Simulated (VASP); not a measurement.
# BeZn9Cd2S12: single point with PBE

The system is BeZn9Cd2S12.

```
Be S Zn Cd
1.0
    -5.46657   -5.47061    0.00533
    -0.00587    5.47114    5.46728
    -5.46972    5.47909   -5.46936
Be S Zn Cd
1 12 9 2
Direct
  0.16718 0.33387 0.33086
  0.33227 0.16866 0.91764
  0.83813 0.16635 0.90867
  0.66751 0.33627 0.60060
  0.16743 0.33353 0.56113
  0.47071 0.49726 0.25333
  0.02098 0.47985 0.24525
  0.33478 0.66283 0.90869
  0.83386 0.66700 0.93144
  0.66876 0.83213 0.58255
  0.16471 0.83342 0.60064
  0.50915 0.99137 0.23270
  0.00368 0.03033 0.25336
  0.50254 0.99846 0.98576
  0.00192 0.00591 0.00471
  0.84014 0.16742 0.66029
  0.32936 0.17156 0.66850
  0.49499 0.49880 0.00468
  0.00558 0.49565 0.99706
  0.83206 0.66902 0.68101
  0.33335 0.66067 0.66046
  0.66749 0.83356 0.33288
  0.66796 0.33650 0.33422
  0.16403 0.83265 0.33428
```

| Quantity | Value |
| --- | --- |
| Program | VASP 6.6.1 |
| Task | single point |
| Functional | PBE |
| Potentials or basis | VASP PAW PBE potentials, release 64 (Be, S, Zn, Cd) |
| Cutoff | 520 eV |
| k mesh | 2 × 2 × 2, shifted |
| Occupations | gaussian, width 0.1 eV |
| Spin | no spin polarisation |
| Dipole correction | no |
| Further INCAR settings | LREAL = Auto; ALGO = Normal; EDIFF = 1e-06; NBANDS = 121; ISYM = 0 |

- Pressure: 0.2 GPa
- Largest force: 0.031 eV/Å
- Band gap on the k mesh: 2.99 eV

Forces in eV/Å, atoms in the order of the input:
```
Be  -0.006  0.000 -0.006
S   -0.002  0.000 -0.007
S    0.004 -0.004  0.004
S   -0.015  0.014 -0.023
S   -0.007 -0.004 -0.008
S    0.013  0.024  0.014
S    0.004 -0.024  0.000
S    0.003  0.003  0.004
S   -0.004 -0.006  0.003
S    0.004 -0.007  0.002
S   -0.024  0.013 -0.011
S   -0.001 -0.025  0.005
S    0.012  0.021  0.013
Zn   0.001 -0.001  0.001
Zn  -0.005  0.003 -0.007
Zn  -0.007 -0.002  0.018
Zn   0.015 -0.001  0.016
Zn  -0.009  0.006 -0.005
Zn   0.003  0.008 -0.003
Zn  -0.004  0.000 -0.010
Zn   0.019 -0.009 -0.001
Zn   0.003  0.003 -0.002
Cd   0.004 -0.007 -0.003
Cd  -0.003 -0.005  0.005
```

Levels at points of the mesh, in eV from the valence-band top:
```tsv
k point	band 101	band 102	band 103	band 104	band 105	band 106
(0.25, 0.25, 0.25)	-0.62	-0.47	-0.34	3.68	3.87	4.24
```

Wall time 7.3 min on 1 thread of Intel(R) Xeon(R) Platinum 8259CL CPU @ 2.50GHz (Skylake/Cascade Lake), on a shared host, peak memory 0.63 GiB.

Caveat: a shifted mesh leaves out Γ, where band edges can lie. A k mesh can miss the band edges.
